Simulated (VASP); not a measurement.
# ZrTl2 (P6/mmm) in VASP: further runs

Runs on ZrTl2. Level: PBEsol. Tasks: relaxation of shape and atoms at fixed volume.

Program: VASP 6.6.1. These are calculated values, not measurements. Logs are shortened: lines on timing, memory, paths and dates and some standing lists are left out, and cuts for length are marked.

### 1 The cell of the first run

It takes space group P6/mmm (No. 191, hexagonal). Conventional cell: a = 5.093 Å, b = 5.093 Å, c = 3.070 Å, α = 90.00°, β = 90.00°, γ = 120.00°. Zr (site symmetry 6/mmm) has 2 Zr at 3.07 Å and 12 Tl at 3.32 Å within 4.0 Å. Within 3.9 Å of Tl (site symmetry -6m2) lie 5 Tl at 2.94 to 3.07 Å and 6 Zr at 3.32 Å.

### 2 Relaxation of shape and atoms at fixed volume, PBEsol (22.99 Å³/atom)

Input file INCAR:

```
PREC = Accurate ; ENCUT = 600
EDIFF = 1E-6 ; ISMEAR = 0
SIGMA = 0.05 ; LREAL = F
LASPH = T ; NELM = 100
ALGO = Normal ; ISIF = 4
LWAVE = F ; LCHARG = F
GGA = PS ; IBRION = 2
NSW = 60 ; EDIFFG = -0.01
```

Input file KPOINTS:

```
Automatic mesh
0
Gamma
  8 8 8
```

Input file POSCAR:

```
ZrTl2
1.0
    5.0928799797      0.0000000000      0.0000000000
   -2.5464399899      4.4105634409      0.0000000000
    0.0000000000      0.0000000000      3.0703338171
Zr Tl
1 2
Direct
    0.0000000000      0.0000000000      0.0000000000
    0.3333333333      0.6666666667      0.5000000000
    0.6666666667      0.3333333333      0.5000000000
```

Potentials or basis: VASP PAW PBE potentials, release 64 (Zr_sv, Tl_d).

On the command line:

```sh
> cat potpaw_PBE.64/Zr_sv/POTCAR potpaw_PBE.64/Tl_d/POTCAR > POTCAR
> mpirun -np 1 vasp_std > vasp.out
```

OUTCAR:

```text
PREC = Accurate
   ENCUT = 600
   EDIFF = 1E-6
   ISMEAR = 0
   LREAL = F
   LASPH = T
   NELM = 100
   ISIF = 4
   GGA = PS
   IBRION = 2
   NSW = 60
   EDIFFG = -0.01

 ion  position               nearest neighbor table
   1  0.000  0.000  0.000-   2 3.32   3 3.32   2 3.32   3 3.32   3 3.32   3 3.32   2 3.32   2 3.32
                             3 3.32   3 3.32   2 3.32   2 3.32
   2  0.333  0.667  0.500-   3 2.94   3 2.94   3 2.94   1 3.32   1 3.32   1 3.32   1 3.32   1 3.32
                             1 3.32
   3  0.667  0.333  0.500-   2 2.94   2 2.94   2 2.94   1 3.32   1 3.32   1 3.32   1 3.32   1 3.32
                             1 3.32

  LATTYP: Found a hexagonal cell.
 ALAT       =     5.0928799797
 C/A-ratio  =     0.6028678919

  Lattice vectors:

 A1 = (   5.0928799797,   0.0000000000,   0.0000000000)
 A2 = (  -2.5464399899,   4.4105634409,   0.0000000000)
 A3 = (   0.0000000000,   0.0000000000,   3.0703338171)

Analysis of symmetry for initial positions (statically):
=====================================================================
 Subroutine PRICEL returns:
 Original cell was already a primitive cell.

 Routine SETGRP: Setting up the symmetry group for a
 hexagonal supercell.

 Subroutine GETGRP returns: Found 24 space group operations
 (whereof 24 operations were pure point group operations)
 out of a pool of 24 trial point group operations.

The static configuration has the point symmetry D_6h.

Analysis of symmetry for dynamics (positions and initial velocities):
=====================================================================
 Subroutine PRICEL returns:
 Original cell was already a primitive cell.

 Routine SETGRP: Setting up the symmetry group for a
 hexagonal supercell.

 Subroutine GETGRP returns: Found 24 space group operations
 (whereof 24 operations were pure point group operations)
 out of a pool of 24 trial point group operations.

The dynamic configuration has the point symmetry D_6h.

 Subroutine INISYM returns: Found 24 space group operations
 (whereof 24 operations are pure point group operations),
 and found     1 'primitive' translations

----------------------------------------------------------------------------------------

                                     Primitive cell

  volume of cell :      68.9673

  direct lattice vectors                    reciprocal lattice vectors
     5.092879980  0.000000000  0.000000000     0.196352556  0.113364201  0.000000000
    -2.546439990  4.410563441  0.000000000     0.000000000  0.226728402  0.000000000
     0.000000000  0.000000000  3.070333817     0.000000000  0.000000000  0.325697484

  length of vectors
     5.092879980  5.092879980  3.070333817     0.226728402  0.226728402  0.325697484

  position of ions in fractional coordinates (direct lattice)
     0.000000000  0.000000000  0.000000000
     0.333333333  0.666666667  0.500000000
     0.666666667  0.333333333  0.500000000

  ion indices of the primitive-cell ions
   primitive index   ion index
                 1           1
                 2           2
                 3           3

----------------------------------------------------------------------------------------

 KPOINTS: Automatic mesh

Automatic generation of k-mesh.
 Grid dimensions read from file:
 generate k-points for:    8    8    8

 Generating k-lattice:
[... 59 lines left out ...]
   LASPH  =      T    aspherical Exc in radial PAW
   ENCUT  =  600.0 eV  44.10 Ry    6.64 a.u.  10.17 10.17  6.13*2*pi/ulx,y,z
   NELM   =    100;   NELMIN=  2; NELMDL= -5     # of ELM steps
   EDIFF  = 0.1E-05   stopping-criterion for ELM
   LREAL  =      F    real-space projection
   EDIFFG = -.1E-01   stopping-criterion for IOM
   NSW    =     60    number of steps for IOM
   IBRION =      2    ionic relax: 0-MD 1-quasi-New 2-CG
   NFREE  =      1    steps in history (QN), initial steepest desc. (CG)
   ISIF   =      4    stress and relaxation
   ISYM   =      2    0-nonsym 1-usesym 2-fastsym
   POTIM  = 0.5000    time-step for ionic-motion
   TEBEG  =    0.0;   TEEND  =   0.0 temperature during run
   PSTRESS=    0.0 pullay stress
   NELECT =      38.0000    total number of electrons
   NUPDOWN=      -1.0000    fix difference up-down
   EMIN   =  10.00;   EMAX   =-10.00  energy-range for DOS
   EFERMI =   0.00;   METHOD = LEGACY
   ISMEAR =     0;   SIGMA  =   0.05  broadening in eV -4-tet -1-fermi 0-gaus
   EFERMI_NEDOS =   21; number of points for ismear=-14 and -15
   IALGO  =     38    algorithm
   IMIX   =      4    mixing-type and parameters
     AMIX     =   0.40;   BMIX     =  1.00
     AMIX_MAG =   1.60;   BMIX_MAG =  1.00
  volume/ion in A,a.u.               =      22.99       155.14
  Fermi-wavevector in a.u.,A,eV,Ry     =   1.342111  2.536221 24.507644  1.801261
  Thomas-Fermi vector in A             =   2.470291
   LORBIT       =      0    0 simple, 1 ext, 2 COOP (PROOUT), +10 PAW based schemes
   GGA     = PS    functional components
   LHFCALC =     F    Hartree Fock is set to
   AEXX    =    0.0000 exact exchange contribution
   IVDW    =     0    specifies the selected vdW correction
   LEPSILON=     F    determine dielectric tensor
   LRPA    =     F    only Hartree local field effects (RPA)
 conjugate gradient relaxation of ions
 non-spin polarized calculation
 Gauss-broadening in eV      SIGMA  =   0.05
  energy-cutoff  :      600.00
  volume of cell :       68.97
 maximum number of plane-waves:      2322
 NGX is ok and might be reduce to    42
   NGX = 21   NGY = 21   NGZ = 13

--------------------------------------- Ionic step        1  -------------------------------------------

 number of electron      37.9999999 magnetization

 Free energy of the ion-electron system (eV)
  ---------------------------------------------------
  ext. energy  EPLUGINS =         0.00000000
  ---------------------------------------------------
  free energy    TOTEN  =       -13.82653365 eV

  energy without entropy =      -13.82261182  energy(sigma->0) =      -13.82457273

------------------------ aborting loop because EDIFF is reached ----------------------------------------

  FORCE on cell =-STRESS in cart. coord.  units (eV):
  Direction    XX          YY          ZZ          XY          YZ          ZX
  --------------------------------------------------------------------------------------
  -------------------------------------------------------------------------------------
  Total        0.6800035      0.6800035      0.7531306     -0.0000000      0.0000000      0.0000000
  in kB       15.7971459     15.7971459     17.4959595     -0.0000000      0.0000000      0.0000000
  external PRESSURE =      16.3634171 kB  Pullay stress =       0.0000000 kB

 VOLUME and BASIS-vectors are now :
 -----------------------------------------------------------------------------
  energy-cutoff  :      600.00
  volume of cell :       68.97
      direct lattice vectors                 reciprocal lattice vectors
     5.092879980  0.000000000  0.000000000     0.196352556  0.113364201  0.000000000
    -2.546439990  4.410563441  0.000000000     0.000000000  0.226728402  0.000000000
     0.000000000  0.000000000  3.070333817     0.000000000  0.000000000  0.325697484

 POSITION                                       TOTAL-FORCE (eV/Angst)
 -----------------------------------------------------------------------------------
      0.00000      0.00000      0.00000         0.000000     -0.000000      0.000000
     -0.00000      2.94038      1.53517        -0.000000      0.000000     -0.000000
      2.54644      1.47019      1.53517         0.000000     -0.000000      0.000000
 -----------------------------------------------------------------------------------
    total drift:                               -0.000000      0.000000     -0.000000

  FREE ENERGIE OF THE ION-ELECTRON SYSTEM (eV)
  ---------------------------------------------------
  free  energy   TOTEN  =       -13.8265336511 eV

  energy  without entropy=      -13.8226118176  energy(sigma->0) =      -13.82457273

--------------------------------------- Ionic step        2  -------------------------------------------

 number of electron      37.9999999 magnetization

 Free energy of the ion-electron system (eV)
  ---------------------------------------------------
  ext. energy  EPLUGINS =         0.00000000
  ---------------------------------------------------
  free energy    TOTEN  =       -13.82657291 eV

  energy without entropy =      -13.82257669  energy(sigma->0) =      -13.82457480

 E-fermi :   9.1212     XC(G=0): -11.4298

 val. band max:        9.0990089111   @ k =   0.0000   0.0000   0.2500
 cond. band min:       9.1243427483   @ k =   0.3750   0.2500   0.1250
 fundamental gap:      0.0253338372
 Fermi energy:         9.1211828354

 k-point     1 :       0.0000    0.0000    0.0000
  band No.  band energies     occupation
      1     -40.1958      2.00000
      2     -18.3683      2.00000
      3     -18.3683      2.00000
      4     -17.6464      2.00000
      5      -3.3793      2.00000
      6      -2.9438      2.00000
[... 613 lines left out ...]
     22      10.9783      0.00000
     23      11.8061      0.00000

 [... further k-points ...]

------------------------ aborting loop because EDIFF is reached ----------------------------------------

  FORCE on cell =-STRESS in cart. coord.  units (eV):
  Direction    XX          YY          ZZ          XY          YZ          ZX
  --------------------------------------------------------------------------------------
  -------------------------------------------------------------------------------------
  Total        0.6957434      0.6957434      0.7232539     -0.0000000      0.0000000      0.0000000
  in kB       16.1627999     16.1627999     16.8018956     -0.0000000      0.0000000      0.0000000
  external PRESSURE =      16.3758318 kB  Pullay stress =       0.0000000 kB

 VOLUME and BASIS-vectors are now :
 -----------------------------------------------------------------------------
  energy-cutoff  :      600.00
  volume of cell :       68.97
      direct lattice vectors                 reciprocal lattice vectors
     5.090884441 -0.000000000  0.000000000     0.196429523  0.113408638 -0.000000000
    -2.545442220  4.408835253  0.000000000     0.000000000  0.226817275 -0.000000000
     0.000000000  0.000000000  3.072741325     0.000000000  0.000000000  0.325442299

 POSITION                                       TOTAL-FORCE (eV/Angst)
 -----------------------------------------------------------------------------------
     -2.54544      4.40884      0.00000         0.000000      0.000000     -0.000000
     -0.00000      2.93922      1.53637         0.000000     -0.000000      0.000000
      2.54544      1.46961      1.53637        -0.000000      0.000000     -0.000000
 -----------------------------------------------------------------------------------
    total drift:                               -0.000000      0.000000     -0.000000

  FREE ENERGIE OF THE ION-ELECTRON SYSTEM (eV)
  ---------------------------------------------------
  free  energy   TOTEN  =       -13.8265729104 eV

  energy  without entropy=      -13.8225766859  energy(sigma->0) =      -13.82457480

 reached required accuracy - stopping structural energy minimisation
```

Wall time 60 s (1 thread of Intel Xeon 6975P-C (Granite Rapids), shared host); peak memory 0.27 GiB.

What came out:

* Free energy: -13.8266 eV
* Energy gained by relaxing: 0.0 meV/atom
* Ionic steps: 2
* Pressure after relaxing: 1.6 GPa
* Band gap on the k mesh: zero (bands 19 and 20 overlap by 0.83 eV)

Final structure:
```
Zr Tl
1.0
     5.09088    0.00000    0.00000
    -2.54544    4.40884    0.00000
     0.00000    0.00000    3.07274
Zr Tl
1 2
Cartesian
  -2.5454 4.4088 0.0000
  0.0000 2.9392 1.5364
  2.5454 1.4696 1.5364
```

Caveat: the PAW data sets were made with another functional, which shifts forces and pressure a little; spin-orbit coupling is left out, which moves the levels of the heavy elements.

### 3 Relaxation of shape and atoms at fixed volume, PBEsol (23.93 Å³/atom)

This run uses another cell than the first one, of 23.93 Å³/atom.

Input file INCAR:

```
SYSTEM = ZrTl2
PREC = Accurate
ENCUT = 600
EDIFF = 1E-7
ISMEAR = 0
SIGMA = 0.05
LREAL = .False.
LASPH = .True.
NELM = 100
ALGO = Normal
ISIF = 4
LWAVE = .False.
LCHARG = .False.
GGA = PS
IBRION = 2
NSW = 60
EDIFFG = -0.01
```

Input file KPOINTS:

```
regular mesh
0
Gamma
  8 8 8
  0 0 0
```

Input file POSCAR:

```
ZrTl2
1.0
    5.1612489430      0.0000000000      0.0000000000
   -2.5806244715      4.4697726999      0.0000000000
    0.0000000000      0.0000000000      3.1115512699
Zr Tl
1 2
Direct
    0.0000000000      0.0000000000      0.0000000000
    0.3333333333      0.6666666667      0.5000000000
    0.6666666667      0.3333333333      0.5000000000
```

Potentials or basis: VASP PAW PBE potentials, release 64 (Zr_sv, Tl_d).

On the command line:

```sh
> cat potpaw_PBE.64/Zr_sv/POTCAR potpaw_PBE.64/Tl_d/POTCAR > POTCAR
> mpirun -np 1 vasp_std > vasp.out
```

Wall time 82 s (1 thread of Intel Xeon 6975P-C (Granite Rapids), shared host); peak memory 0.28 GiB.

The run converged. Its results:

```
Free energy               : -13.8288 eV
Energy gained by relaxing : 0.0 meV/atom
Ionic steps               : 2
Pressure after relaxing   : -1.3 GPa
Band gap on the k mesh    : zero (bands 19 and 20 overlap by 0.94 eV)
```

Final structure:
```xyz
3
Lattice="5.1636 0.0000 0.0000 -2.5818 4.4718 0.0000 0.0000 0.0000 3.1087" Properties=species:S:1:pos:R:3 pbc="T T T"
Zr    0.0000    0.0000    3.1087
Tl    0.0000    2.9812    1.5544
Tl    2.5818    1.4906    1.5544
```

Levels at points of the mesh, in eV from the Fermi level:
```csv
k point,band 17,band 18,band 19,band 20,band 21,band 22
"(0.00, 0.00, 0.00)",-2.72,-2.72,-1.41,1.54,1.54,2.75
"(0.50, 0.00, 0.00)",-2.56,-2.45,-0.48,0.04,2.37,2.39
"(0.00, 0.00, 0.50)",-0.93,-0.93,-0.47,0.88,0.88,1.40
"(0.50, 0.00, 0.50)",-2.34,-2.32,-2.06,1.19,1.21,1.41
```

Caveat: the PAW data sets were made with another functional, which shifts forces and pressure a little; spin-orbit coupling is left out, which moves the levels of the heavy elements.

The gap in the log of VASP goes by the Fermi energy; the results here count the filled bands.